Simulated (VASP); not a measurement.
# MnS (Fm-3m) in VASP: notebook

Runs on MnS. Level: PBE+U. Tasks: relaxation of cell and atoms, single point.

Everything below comes from runs of VASP 6.6.1. Logs are shortened: lines on timing, memory, paths and dates and some standing lists are left out, and cuts for length are marked.

### 1 The cell of the first run

It takes space group Fm-3m (No. 225, cubic). The conventional cell has a = 5.209 Å, b = 5.209 Å, c = 5.209 Å, α = 90.00°, β = 90.00°, γ = 90.00°. Within 3.4 Å of Mn (site symmetry m-3m) lie 6 S at 2.60 Å. S (site symmetry m-3m) has 6 Mn at 2.60 Å within 3.4 Å.

### 2 Relaxation of cell and atoms, PBE+U, collinear spin, ferromagnetic start, target pressure 8 GPa, at which the enthalpy is minimised

INCAR reads:

```
  PREC = Accurate
  ENCUT = 600
  EDIFF = 1E-7
  ISMEAR = -1
  SIGMA = 0.1
  LREAL = F
  LASPH = T
  NELM = 150
  ALGO = Normal
  ISIF = 3
  LWAVE = F
  LCHARG = F
  ISPIN = 2
  MAGMOM = 2.8 0
  LORBIT = 11
  LMAXMIX = 4
  LDAU = T
  LDAUTYPE = 1
  LDAUL = 2 -1
  LDAUU = 4.4 0
  LDAUJ = 0.9 0
  LDAUPRINT = 1
  GGA = PE
  IBRION = 2
  NSW = 80
  EDIFFG = -0.01
  PSTRESS = 80.0
```

KPOINTS reads:

```
Automatic mesh
0
Gamma
  11 11 11
```

POSCAR reads:

```
MnS
1.0
    0.0000000000      2.6045000000      2.6045000000
    2.6045000000      0.0000000000      2.6045000000
    2.6045000000      2.6045000000      0.0000000000
Mn S
1 1
Direct
    0.0000000000      0.0000000000      0.0000000000
    0.5000000000      0.5000000000      0.5000000000
```

Potentials or basis: VASP PAW PBE potentials, release 64 (Mn_pv, S).

The run is started by

```sh
$ cat potpaw_PBE.64/Mn_pv/POTCAR potpaw_PBE.64/S/POTCAR > POTCAR
$ mpirun -np 1 vasp_std > vasp.out
```

OUTCAR:

```text
PREC = Accurate
   ENCUT = 600
   EDIFF = 1E-7
   ISMEAR = -1
   LREAL = F
   LASPH = T
   NELM = 150
   ISIF = 3
   ISPIN = 2
   LORBIT = 11
   GGA = PE
   IBRION = 2
   NSW = 80
   EDIFFG = -0.01
   PSTRESS = 80.0

 ion  position               nearest neighbor table
   1  0.000  0.000  0.000-   2 2.60   2 2.60   2 2.60   2 2.60   2 2.60   2 2.60
   2  0.500  0.500  0.500-   1 2.60   1 2.60   1 2.60   1 2.60   1 2.60   1 2.60

  LATTYP: Found a face centered cubic cell.
 ALAT       =     5.2090000000

  Lattice vectors:

 A1 = (   0.0000000000,   2.6045000000,   2.6045000000)
 A2 = (   2.6045000000,   0.0000000000,   2.6045000000)
 A3 = (   2.6045000000,   2.6045000000,   0.0000000000)

Analysis of symmetry for initial positions (statically):
=====================================================================
 Subroutine PRICEL returns:
 Original cell was already a primitive cell.

 Routine SETGRP: Setting up the symmetry group for a
 face centered cubic supercell.

 Subroutine GETGRP returns: Found 48 space group operations
 (whereof 48 operations were pure point group operations)
 out of a pool of 48 trial point group operations.

The static configuration has the point symmetry O_h .

Analysis of symmetry for dynamics (positions and initial velocities):
=====================================================================
 Subroutine PRICEL returns:
 Original cell was already a primitive cell.

 Routine SETGRP: Setting up the symmetry group for a
 face centered cubic supercell.

 Subroutine GETGRP returns: Found 48 space group operations
 (whereof 48 operations were pure point group operations)
 out of a pool of 48 trial point group operations.

The dynamic configuration has the point symmetry O_h .

Analysis of structural, dynamic, and magnetic symmetry:
=====================================================================
 Subroutine PRICEL returns:
 Original cell was already a primitive cell.

 Routine SETGRP: Setting up the symmetry group for a
 face centered cubic supercell.

 Subroutine GETGRP returns: Found 48 space group operations
 (whereof 48 operations were pure point group operations)
 out of a pool of 48 trial point group operations.

The overall configuration has the point symmetry O_h .

 Subroutine INISYM returns: Found 48 space group operations
 (whereof 48 operations are pure point group operations),
 and found     1 'primitive' translations

----------------------------------------------------------------------------------------

                                     Primitive cell

  volume of cell :      35.3348

  direct lattice vectors                    reciprocal lattice vectors
     0.000000000  2.604500000  2.604500000    -0.191975427  0.191975427  0.191975427
     2.604500000  0.000000000  2.604500000     0.191975427 -0.191975427  0.191975427
     2.604500000  2.604500000  0.000000000     0.191975427  0.191975427 -0.191975427

  length of vectors
     3.683319223  3.683319223  3.683319223     0.332511194  0.332511194  0.332511194

  position of ions in fractional coordinates (direct lattice)
     0.000000000  0.000000000  0.000000000
     0.500000000  0.500000000  0.500000000

  ion indices of the primitive-cell ions
   primitive index   ion index
                 1           1
                 2           2

----------------------------------------------------------------------------------------

 KPOINTS: Automatic mesh

Automatic generation of k-mesh.
 Grid dimensions read from file:
 generate k-points for:   11   11   11

 Generating k-lattice:

  Cartesian coordinates                     Fractional coordinates (reciprocal lattice)
[... 60 lines left out ...]
   EDIFF  = 0.1E-06   stopping-criterion for ELM
   LREAL  =      F    real-space projection
   EDIFFG = -.1E-01   stopping-criterion for IOM
   NSW    =     80    number of steps for IOM
   IBRION =      2    ionic relax: 0-MD 1-quasi-New 2-CG
   NFREE  =      1    steps in history (QN), initial steepest desc. (CG)
   ISIF   =      3    stress and relaxation
   ISYM   =      2    0-nonsym 1-usesym 2-fastsym
   POTIM  = 0.5000    time-step for ionic-motion
   TEBEG  =    0.0;   TEEND  =   0.0 temperature during run
   PSTRESS=   80.0 pullay stress
   NELECT =      19.0000    total number of electrons
   NUPDOWN=      -1.0000    fix difference up-down
   EMIN   =  10.00;   EMAX   =-10.00  energy-range for DOS
   EFERMI =   0.00;   METHOD = LEGACY
   ISMEAR =    -1;   SIGMA  =   0.10  broadening in eV -4-tet -1-fermi 0-gaus
   EFERMI_NEDOS =   21; number of points for ismear=-14 and -15
   IALGO  =     38    algorithm
   IMIX   =      4    mixing-type and parameters
     AMIX     =   0.40;   BMIX     =  1.00
     AMIX_MAG =   1.60;   BMIX_MAG =  1.00
  volume/ion in A,a.u.               =      17.67       119.23
  Fermi-wavevector in a.u.,A,eV,Ry     =   1.331246  2.515690 24.112464  1.772216
  Thomas-Fermi vector in A             =   2.460272
   LORBIT       =     11    0 simple, 1 ext, 2 COOP (PROOUT), +10 PAW based schemes
 LDA+U is selected, type is set to LDAUTYPE =  1
   angular momentum for each species LDAUL =     2   -1
   U (eV)           for each species LDAUU =   4.4  0.0
   J (eV)           for each species LDAUJ =   0.9  0.0
   GGA     = PE    functional components
   LHFCALC =     F    Hartree Fock is set to
   AEXX    =    0.0000 exact exchange contribution
   IVDW    =     0    specifies the selected vdW correction
   LEPSILON=     F    determine dielectric tensor
   LRPA    =     F    only Hartree local field effects (RPA)
 conjugate gradient relaxation of ions
 spin polarized calculation
  energy-cutoff  :      600.00
  volume of cell :       35.33
 maximum number of plane-waves:      1243
 NGX is ok and might be reduce to    30
   NGX = 15   NGY = 15   NGZ = 15

--------------------------------------- Ionic step        1  -------------------------------------------

 number of electron      19.0000008 magnetization       4.9958569

 Free energy of the ion-electron system (eV)
  ---------------------------------------------------
  ext. energy  EPLUGINS =         0.00000000
  ---------------------------------------------------
  free energy    TOTEN  =       -13.06336043 eV

  energy without entropy =      -13.06163156  energy(sigma->0) =      -13.06249600

------------------------ aborting loop because EDIFF is reached ----------------------------------------

  FORCE on cell =-STRESS in cart. coord.  units (eV):
  Direction    XX          YY          ZZ          XY          YZ          ZX
  --------------------------------------------------------------------------------------
  -------------------------------------------------------------------------------------
  Total        0.8465046      0.8465046      0.8465046      0.0000000      0.0000000     -0.0000000
  in kB       38.3828151     38.3828151     38.3828151      0.0000000      0.0000000     -0.0000000
  external PRESSURE =     -41.6171849 kB  Pullay stress =      80.0000000 kB
[... 59 lines left out ...]
  energy  without entropy=      -12.9550126909  energy(sigma->0) =      -12.95802923

  enthalpy is  TOTEN    =       -11.3113141703 eV   P V=        1.6497315950

atom =   1  type =  1  l = 2

 onsite density matrix

spin component  1

  0.9311  0.0000 -0.0000  0.0000  0.0000
  0.0000  0.9311  0.0000 -0.0000  0.0000
 -0.0000  0.0000  0.9537  0.0000  0.0000
  0.0000 -0.0000  0.0000  0.9311 -0.0000
  0.0000  0.0000  0.0000 -0.0000  0.9537

spin component  2

  0.0182  0.0000  0.0000  0.0000 -0.0000
  0.0000  0.0182 -0.0000  0.0000  0.0000
  0.0000 -0.0000  0.0862 -0.0000  0.0000
  0.0000  0.0000 -0.0000  0.0182 -0.0000
 -0.0000  0.0000  0.0000 -0.0000  0.0862

 occupancies and eigenvectors

  o =  0.0182  v =  0.0000  0.0000  0.0000  0.0000  0.0000  0.0000  0.0044  0.0000  1.0000  0.0000      0.0000  0.0000  0.0000  0.0000  0.0000  0.0000  0.0000  0.0000  0.0000  0.0000
  o =  0.0182  v =  0.0000  0.0000  0.0000  0.0000  0.0000  0.0000  1.0000  0.0000 -0.0044  0.0000      0.0000  0.0000  0.0000  0.0000  0.0000  0.0000  0.0000  0.0000  0.0000  0.0000
  o =  0.0182  v =  0.0000  0.0000  0.0000  0.0000  0.0000  1.0000  0.0000  0.0000  0.0000  0.0000      0.0000  0.0000  0.0000  0.0000  0.0000  0.0000  0.0000  0.0000  0.0000  0.0000
  o =  0.0862  v =  0.0000  0.0000  0.0000  0.0000  0.0000  0.0000 -0.0000 -1.0000 -0.0000 -0.0027      0.0000  0.0000  0.0000  0.0000  0.0000  0.0000  0.0000  0.0000  0.0000  0.0000
  o =  0.0862  v =  0.0000  0.0000  0.0000  0.0000  0.0000  0.0000  0.0000  0.0027  0.0000 -1.0000      0.0000  0.0000  0.0000  0.0000  0.0000  0.0000  0.0000  0.0000  0.0000  0.0000
  o =  0.9311  v =  0.0000 -0.9969 -0.0000  0.0788  0.0000  0.0000  0.0000  0.0000  0.0000  0.0000      0.0000  0.0000  0.0000  0.0000  0.0000  0.0000  0.0000  0.0000  0.0000  0.0000
  o =  0.9311  v =  0.0000 -0.0788  0.0000 -0.9969  0.0000  0.0000  0.0000  0.0000  0.0000  0.0000      0.0000  0.0000  0.0000  0.0000  0.0000  0.0000  0.0000  0.0000  0.0000  0.0000
  o =  0.9311  v =  1.0000  0.0000  0.0000  0.0000  0.0000  0.0000  0.0000  0.0000  0.0000  0.0000      0.0000  0.0000  0.0000  0.0000  0.0000  0.0000  0.0000  0.0000  0.0000  0.0000
  o =  0.9537  v =  0.0000  0.0000 -1.0000 -0.0000  0.0011  0.0000  0.0000  0.0000  0.0000  0.0000      0.0000  0.0000  0.0000  0.0000  0.0000  0.0000  0.0000  0.0000  0.0000  0.0000
  o =  0.9537  v =  0.0000 -0.0000 -0.0011 -0.0000 -1.0000  0.0000  0.0000  0.0000  0.0000  0.0000      0.0000  0.0000  0.0000  0.0000  0.0000  0.0000  0.0000  0.0000  0.0000  0.0000

--------------------------------------- Ionic step        3  -------------------------------------------

 number of electron      19.0000009 magnetization       4.9868914

 Free energy of the ion-electron system (eV)
  ---------------------------------------------------
  ext. energy  EPLUGINS =         0.00000000
  ---------------------------------------------------
  free energy    TOTEN  =       -13.01029114 eV

  energy without entropy =      -13.00632883  energy(sigma->0) =      -13.00830998

 E-fermi :   7.2578     XC(G=0): -10.8071

 val. band max:        7.1923250925   @ k =   0.4545   0.4545   0.0000
 cond. band min:       7.3955147496   @ k =   0.3636   0.3636   0.0000
 fundamental gap:      0.2031896572
 Fermi energy:         7.2578354431

 spin component 1

 k-point     1 :       0.0000    0.0000    0.0000
  band No.  band energies     occupation
      1     -43.7396      1.00000
      2     -43.7396      1.00000
      3     -43.7396      1.00000
      4      -7.5723      1.00000
      5       2.1884      1.00000
      6       2.1884      1.00000
      7       2.1884      1.00000
      8       2.2207      1.00000
      9       2.2207      1.00000
     10       5.4021      1.00000
     11       5.4021      1.00000
     12       5.4021      1.00000
[... 838 lines left out ...]
  energy  without entropy=      -13.0063288263  energy(sigma->0) =      -13.00830998

  enthalpy is  TOTEN    =       -11.3184504901 eV   P V=        1.6918406479

 reached required accuracy - stopping structural energy minimisation

 total charge

# of ion       s       p       d       tot
------------------------------------------
    1        0.226   6.185   4.909  11.320
    2        1.321   2.478   0.000   3.799
--------------------------------------------------
tot          1.547   8.663   4.909  15.120

 magnetization (x)

# of ion       s       p       d       tot
------------------------------------------
    1        0.050   0.041   4.464   4.555
    2        0.023   0.078   0.000   0.101
--------------------------------------------------
tot          0.073   0.120   4.464   4.656
```

Run time: 3.6 min. Hardware: 1 thread of Intel Xeon Platinum 8259CL at 2.50GHz (Skylake/Cascade Lake), shared host; peak memory 0.23 GiB.

Results:

| Quantity | Value |
| --- | --- |
| Free energy | -13.0103 eV |
| Relaxed volume | 16.94 Å³/atom |
| Relaxed cell | a = 3.632 Å, b = 3.632 Å, c = 3.632 Å, α = 60.00°, β = 60.00°, γ = 60.00° |
| Space group after relaxing (to 0.1 Å) | Fm-3m (No. 225) |
| Energy change on relaxing (the run minimises the enthalpy) | +26.5 meV/atom |
| Ionic steps | 3 |
| Pressure after relaxing | 8.0 GPa |
| Band gap on the k mesh | 0.14 eV (least direct gap 2.27 eV) |
| Net moment | 4.99 μB per cell |
| Site moments | Mn +4.55; S +0.10 μB |
| Valence electrons inside the program's atomic spheres | Mn 11.32; S 3.80 |

Step by step:
| step | energy change (eV) | largest force (eV/Å) | pressure (GPa) | volume (Å³) |
| --- | --- | --- | --- | --- |
| 1 | 0.0000 | 0.0000 | 3.84 | 35.33 |
| 2 | 0.1023 | 0.0000 | 10.76 | 33.04 |
| 3 | 0.0531 | 0.0000 | 8.00 | 33.88 |

Final structure:
```
Mn S
1.0
     0.00000    2.56833    2.56833
     2.56833    0.00000    2.56833
     2.56833    2.56833    0.00000
Mn S
1 1
Direct
  0.00000 0.00000 0.00000
  0.50000 0.50000 0.50000
```

Levels at points of the mesh, in eV from the valence-band top:
Spin up:
```csv
k point,band 8,band 9,band 10,band 11,band 12,band 13,band 14
"(0.00, 0.00, 0.00)",-4.83,-4.83,-1.65,-1.65,-1.65,2.17,8.48
```
Spin down:
```
           k point  band 5  band 6  band 7  band 8  band 9  band 10
(0.00, 0.00, 0.00)   -1.44   -1.44   -1.44    1.64    1.64     1.66
```

Eigenvalues of the final occupation matrices:
| site | spin | trace | eigenvalues |
| --- | --- | --- | --- |
| site 1 d | 1 | 4.70 | 0.93 0.93 0.93 0.95 0.95 |
| site 1 d | 2 | 0.23 | 0.02 0.02 0.02 0.09 0.09 |

Caveat: the cell is relaxed towards a set pressure, so the run minimises the enthalpy, not the energy; the smearing spreads over this small gap; semilocal functionals underestimate gaps, and a narrow one can read as zero; an odd mesh through Γ misses points on the zone boundary, where band edges can lie; a cell with one magnetic atom can't hold antiferromagnetic order, which such compounds often take. The state reached can hang on the start; a lower one may exist.

### 3 Single point, PBE+U, collinear spin, ferromagnetic start

This run uses another cell than the first one, of 17.08 Å³/atom.

INCAR reads:

```
PREC = Accurate
ENCUT = 520
EDIFF = 1E-7
ISMEAR = -1
SIGMA = 0.1
LREAL = False
LASPH = True
NELM = 150
ALGO = Normal
ISIF = 2
LWAVE = False
LCHARG = False
ISPIN = 2
MAGMOM = 2.8 0
LORBIT = 11
LMAXMIX = 4
LDAU = True
LDAUTYPE = 1
LDAUL = 2 -1
LDAUU = 4.4 0
LDAUJ = 0.9 0
LDAUPRINT = 1
GGA = PE
NBANDS = 20
```

KPOINTS is that of step 2.

POSCAR reads:

```
MnS
1.0
    0.0000000000      2.5751318719      2.5751318719
    2.5751318719      0.0000000000      2.5751318719
    2.5751318719      2.5751318719      0.0000000000
Mn S
1 1
Direct
    0.0000000000      0.0000000000      0.0000000000
    0.5000000000      0.5000000000      0.5000000000
```

Potentials or basis: VASP PAW PBE potentials, release 64 (Mn_pv, S).

The run is started by

```sh
$ cat potpaw_PBE.64/Mn_pv/POTCAR potpaw_PBE.64/S/POTCAR > POTCAR
$ mpirun -np 1 vasp_std > vasp.out
```

Run time: 37 s. Hardware: 1 thread of Intel Xeon 6975P-C (Granite Rapids), shared host; peak memory 0.2 GiB.

The run converged. Its results:

```yaml
Free_energy: -13.0223 eV
Pressure: 7.2 GPa
Band_gap_on_the_k_mesh: 0.20 eV (least direct gap 2.30 eV)
Net_moment: 4.99 μB per cell
Site_moments: Mn +4.56; S +0.10 μB
Valence_electrons_inside_the_program's_atomic_spheres: Mn 11.31; S 3.80
```

Levels at points of the mesh, in eV from the valence-band top:
Spin up:
| k point | band 9 | band 10 | band 11 | band 12 | band 13 | band 14 | band 15 | band 16 |
| --- | --- | --- | --- | --- | --- | --- | --- | --- |
| (0.00, 0.00, 0.00) | -4.81 | -1.62 | -1.62 | -1.62 | 2.13 | 8.49 | 8.49 | 8.49 |
Spin down:
```csv
k point,band 3,band 4,band 5,band 6,band 7,band 8,band 9,band 10,band 11,band 12
"(0.00, 0.00, 0.00)",-45.93,-14.24,-1.41,-1.41,-1.41,1.68,1.68,1.70,1.70,1.70
```

Eigenvalues of the final occupation matrices:
```tsv
site	spin	trace	eigenvalues
site 1 d	1	4.70	0.93 0.93 0.93 0.95 0.95
site 1 d	2	0.22	0.02 0.02 0.02 0.09 0.09
```

Caveat: the cell stands under pressure; semilocal functionals underestimate gaps, and a narrow one can read as zero; an odd mesh through Γ misses points on the zone boundary, where band edges can lie; a cell with one magnetic atom can't hold antiferromagnetic order, which such compounds often take.

The gap in the log of VASP goes by the Fermi energy; the results here count the filled bands.